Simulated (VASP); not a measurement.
A run of VASP 6.6.1 is set up as follows.

Contents of POSCAR:

```
SiC
1.0
    0.0000000000      2.1560476586      2.1560476586
    2.1560476586      0.0000000000      2.1560476586
    2.1560476586      2.1560476586      0.0000000000
Si C
1 1
Direct
    0.0000000000      0.0000000000      0.0000000000
    0.2500000000      0.2500000000      0.2500000000
```

INCAR.step1

```
SYSTEM = SiC
ALGO = Normal
EDIFF = 1E-5
ENCUT = 660
GGA = PE
GGA_COMPAT = .FALSE.
ISMEAR = 0
LASPH = .TRUE.
LCHARG = .FALSE.
LREAL = .FALSE.
LWAVE = .TRUE.
NBANDS = 11
NELM = 120
PREC = Accurate
SIGMA = 0.01
```

Contents of INCAR.step2:

```
SYSTEM = SiC
ALGO = Normal
EDIFF = 1E-6
ENCUT = 660
GGA_COMPAT = .FALSE.
ISIF = 2
ISMEAR = 0
ISTART = 1
LASPH = .TRUE.
LCHARG = .TRUE.
LELF = .TRUE.
LMIXTAU = .TRUE.
LREAL = .FALSE.
LVHAR = .TRUE.
LWAVE = .FALSE.
METAGGA = R2SCAN
NBANDS = 11
NELM = 120
PREC = Accurate
SIGMA = 0.01
```

KPOINTS

```
k-points
0
G
  8 8 8
  0 0 0
```

Potentials or basis: VASP PAW PBE potentials, release 64 (Si, C).

Run with:

```sh
$ cat potpaw_PBE.64/Si/POTCAR potpaw_PBE.64/C/POTCAR > POTCAR
$ cp INCAR.step1 INCAR
$ mpirun -np 1 vasp_std > vasp.out
$ cp INCAR.step2 INCAR
$ mpirun -np 1 vasp_std > vasp.out
```

(1) Estimate the pressure.

(2) What does it give for the band gap on the k mesh?

Answers

(1) 7.0 GPa.

(2) 1.71 eV, indirect (least direct gap 5.10 eV).

Caveat: the PAW data sets were made with another functional, which shifts forces and pressure a little.
